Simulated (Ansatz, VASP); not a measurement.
## Two plane-wave programs on Bi3Mo

File INCAR:

```
PREC = Accurate ; ENCUT = 600
EDIFF = 1E-6 ; ISMEAR = 0
SIGMA = 0.1 ; LREAL = False
LASPH = True ; NELM = 80
ALGO = Fast ; ISIF = 3
LWAVE = False ; LCHARG = False
GGA = PE ; IBRION = 2
NSW = 90 ; EDIFFG = -0.04
```

Contents of KPOINTS:

```
Automatic mesh
0
Gamma
  4 4 4
```

File POSCAR:

```
Bi3Mo
1.0
    5.0293820400      0.0000000000      0.0000000000
    0.0000000000      5.0293820400      0.0000000000
    0.0000000000      0.0000000000      5.0293820400
Bi Mo
3 1
Direct
    0.0000000000      0.5000000000      0.5000000000
    0.5000000000      0.0000000000      0.5000000000
    0.5000000000      0.5000000000      0.0000000000
    0.0000000000      0.0000000000      0.0000000000
```

Input for Ansatz:

```yaml
crystal:
  lattice:
    - [5.02938204, 0.0, 0.0]
    - [0.0, 5.02938204, 0.0]
    - [0.0, 0.0, 5.02938204]
  atoms:
    - { symbol: Bi, position: [0.0, 0.5, 0.5] }
    - { symbol: Bi, position: [0.5, 0.0, 0.5] }
    - { symbol: Bi, position: [0.5, 0.5, 0.0] }
    - { symbol: Mo, position: [0.0, 0.0, 0.0] }
basis:
  ecutwfc: 420
kpoints:
  mp_grid: { grid: [4, 4, 4] }
hamiltonian:
  xc: pbe
scf:
  occupations: { method: gaussian, width: 0.1 }
  lower_state_search: "off"
output:
  forces: true
  stress: true
  eigenvalues: true
relax:
  adjacent_minimum: "off"
  f_tol: 0.04
  max_steps: 70
  cell: { stress_tol: 0.4 }
```

Change from the starting cell: species swapped into the Dy3Al type (Pm-3m, No. 221).

Alike in both runs: task relaxation of cell and atoms; functional PBE; k mesh 4 × 4 × 4; occupations gaussian, width 0.1 eV; no spin polarisation.

|  | VASP | Ansatz |
| --- | --- | --- |
| version | VASP 6.6.1 | Ansatz 0.2.0 |
| potentials or method | VASP PAW PBE potentials, release 64 (Bi_d, Mo_sv), cutoff 600 eV | scalar-relativistic, plane waves, PAW |
| valence electrons in the cell | 59 | 59 |

```tsv
	VASP	Ansatz	Ansatz less VASP
gap on the k mesh at the Fermi level, each at its own relaxed structure (eV)	none	none	-
relaxed volume (Å³/atom)	26.61	26.60	-0.012
relaxed length of the cell vector where the two differ most in proportion (Å)	4.739	4.739	-0.0007
```

A gap of «none» marks a metal or a gap that the smearing closes.

Spin-orbit coupling is off throughout. Noted on VASP's run: the volume moved by over 15 % at a fixed basis, so the end points are rough.
